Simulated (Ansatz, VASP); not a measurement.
# Cu: VASP beside Ansatz

File INCAR:

```
SYSTEM = Cu
  ALGO = Fast
  EDIFF = 1E-6
  ENCUT = 520
  GGA = PS
  ISIF = 2
  ISMEAR = 0
  LASPH = .True.
  LCHARG = .True.
  LELF = .True.
  LREAL = .False.
  LVHAR = .True.
  LWAVE = .False.
  NBANDS = 12
  NELM = 60
  PREC = Accurate
  SIGMA = 0.15
```

The input KPOINTS:

```
k-points
0
Gamma
  30 30 30
  0 0 0
```

Contents of POSCAR:

```
Cu
1.0
   -1.4093915406      1.4450917296      1.3220735412
    1.4807919186     -1.4450917296      1.3979408570
    1.4093915406      1.4450917296     -1.3220735412
Cu
1
Direct
    0.0000000000      0.0000000000      0.0000000000
```

Input for Ansatz:

```yaml
crystal:
  lattice:
    - [-1.4093915406, 1.4450917296, 1.3220735412]
    - [1.4807919186, -1.4450917296, 1.397940857]
    - [1.4093915406, 1.4450917296, -1.3220735412]
  atoms:
    - { symbol: Cu, position: [0.0, 0.0, 0.0] }
basis:
  ecutwfc: 420
kpoints:
  mp_grid: { grid: [30, 30, 30] }
hamiltonian:
  xc: pbesol
scf:
  occupations: { method: gaussian, width: 0.15 }
output:
  forces: true
  stress: true
  eigenvalues: true
```

Change from the starting cell: strain +0.0525 x Voigt [0, 0, 0, 0, 1, 0], atoms carried along.

Alike in both runs: task single point; functional PBEsol; k mesh 30 × 30 × 30; occupations gaussian, width 0.15 eV; no spin polarisation.

|  | VASP | Ansatz |
| --- | --- | --- |
| version | VASP 6.6.1 | Ansatz 0.2.0 |
| potentials or method | VASP PAW PBE potentials, release 64 (Cu), cutoff 520 eV | scalar-relativistic, plane waves, PAW |
| valence electrons in the cell | 11 | 19 |

VASP gave:

- gap on the k mesh at the Fermi level (eV): none
- pressure (GPa): 1.3
- traceless stress, the component that is largest in VASP (GPa): -5.47

Q: What did Ansatz give for the same quantities?

A: gap on the k mesh at the Fermi level (eV): none; pressure (GPa): 0.5; traceless stress, the component that is largest in VASP (GPa): -5.54.

VASP's potentials were made for PBE, not for PBEsol. A gap of «none» marks a metal or a gap that the smearing closes. VASP's potentials hold 11 valence electrons a cell and Ansatz's 19, so a difference there can come from the potentials and not from the codes.
